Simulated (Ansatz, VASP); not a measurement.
**ZrInS3 in VASP and in Ansatz**

Contents of INCAR:

```
SYSTEM = ZrInS3
PREC = Accurate
ENCUT = 520
EDIFF = 1E-6
ISMEAR = 0
SIGMA = 0.1
LREAL = .FALSE.
LASPH = .TRUE.
NELM = 100
ALGO = Normal
ISIF = 2
LWAVE = .FALSE.
LCHARG = .TRUE.
GGA = PE
LELF = .TRUE.
LVHAR = .TRUE.
NBANDS = 30
```

KPOINTS

```
Automatic mesh
0
G
  4 4 4
  0 0 0
```

The input POSCAR:

```
ZrInS3
1.0
    5.0129639200      0.0000000000      0.0000000000
    0.0000000000      5.0129639200      0.0000000000
    0.0000000000      0.0000000000      5.0129639200
Zr In S
1 1 3
Direct
    0.0000000000      0.0000000000      0.0000000000
    0.5000000000      0.5000000000      0.5000000000
    0.5000000000      0.5000000000      0.0000000000
    0.5000000000      0.0000000000      0.5000000000
    0.0000000000      0.5000000000      0.5000000000
```

Input for Ansatz:

```yaml
crystal:
  lattice:
    - [5.01296392, 0.0, 0.0]
    - [0.0, 5.01296392, 0.0]
    - [0.0, 0.0, 5.01296392]
  atoms:
    - { symbol: Zr, position: [0.0, 0.0, 0.0] }
    - { symbol: In, position: [0.5, 0.5, 0.5] }
    - { symbol: S, position: [0.5, 0.5, 0.0] }
    - { symbol: S, position: [0.5, 0.0, 0.5] }
    - { symbol: S, position: [0.0, 0.5, 0.5] }
basis:
  ecutwfc: 420
kpoints:
  mp_grid: { grid: [4, 4, 4] }
hamiltonian:
  xc: pbe
scf:
  occupations: { method: gaussian, width: 0.1 }
  lower_state_search: "off"
output:
  forces: true
  stress: true
  eigenvalues: true
```

Change from the starting cell: species swapped into the Pr3AlN type (Pm-3m, No. 221).

Alike in both runs: task single point; functional PBE; k mesh 4 × 4 × 4; occupations gaussian, width 0.1 eV; no spin polarisation.

|  | VASP | Ansatz |
| --- | --- | --- |
| version | VASP 6.6.1 | Ansatz 0.2.0 |
| potentials or method | VASP PAW PBE potentials, release 64 (Zr_sv, In_d, S), cutoff 520 eV | scalar-relativistic, plane waves, PAW |
| valence electrons in the cell | 43 | 43 |

VASP gave:

* gap on the k mesh at the Fermi level (eV): none
* pressure (GPa): -4.7

Q: What did Ansatz give for the same quantities?

A: gap on the k mesh at the Fermi level (eV): none; pressure (GPa): -4.6.

A gap of «none» marks a metal or a gap that the smearing closes. The functional is the same, so the differences come from potentials, cutoffs and numerics.
